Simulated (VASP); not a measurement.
Be: single point with PBEsol

The system is Be, a slab with vacuum.

```xyz
8
Lattice="2.2575 0.0000 0.0000 1.1288 1.9551 0.0000 0.0000 0.0000 28.4293" Properties=species:S:1:pos:R:3 pbc="T T T"
Be    2.2575    1.3034    8.0000
Be    0.0000    0.0000    9.7756
Be    2.2575    1.3034   11.5512
Be    0.0000    0.0000   13.3268
Be    2.2575    1.3034   15.1025
Be    0.0000    0.0000   16.8781
Be    2.2575    1.3034   18.6537
Be    0.0000    0.0000   20.4293
```

- Program: VASP 6.6.1
- Task: single point
- Functional: PBEsol
- Potentials or basis: VASP PAW PBE potentials, release 64 (Be)
- Cutoff: 520 eV
- k mesh: 17 × 17 × 1
- Occupations: methfessel-paxton, width 0.1 eV
- Spin: no spin polarisation
- Dipole correction: yes
- Further INCAR settings: ALGO = Normal; EDIFF = 1e-06; NBANDS = 18

```
Largest force          : 0.227 eV/Å
Band gap on the k mesh : zero (band 8 reaches 1.53 eV, above the bottom of band 9 at -1.85 eV)
```

Forces in eV/Å, atoms in the order of the input:
```
Be   0.000  0.000 -0.227
Be   0.000  0.000  0.083
Be   0.000  0.000  0.019
Be   0.000  0.000  0.029
Be   0.000  0.000 -0.029
Be   0.000  0.000 -0.019
Be   0.000  0.000 -0.083
Be   0.000  0.000  0.227
```

Levels at points of the mesh, in eV from the Fermi level:
```tsv
k point	band 6	band 7	band 8	band 9	band 10	band 11
(0.00, 0.00, 0.00)	-6.56	-5.23	-2.69	-2.50	2.38	4.09
```

It took 110 s on 1 thread of Intel(R) Xeon(R) Platinum 8259CL CPU @ 2.50GHz (Skylake/Cascade Lake), with other jobs on the host, peak memory 0.26 GiB.

Caveat: the PAW data sets were made with another functional, which shifts forces and pressure a little.
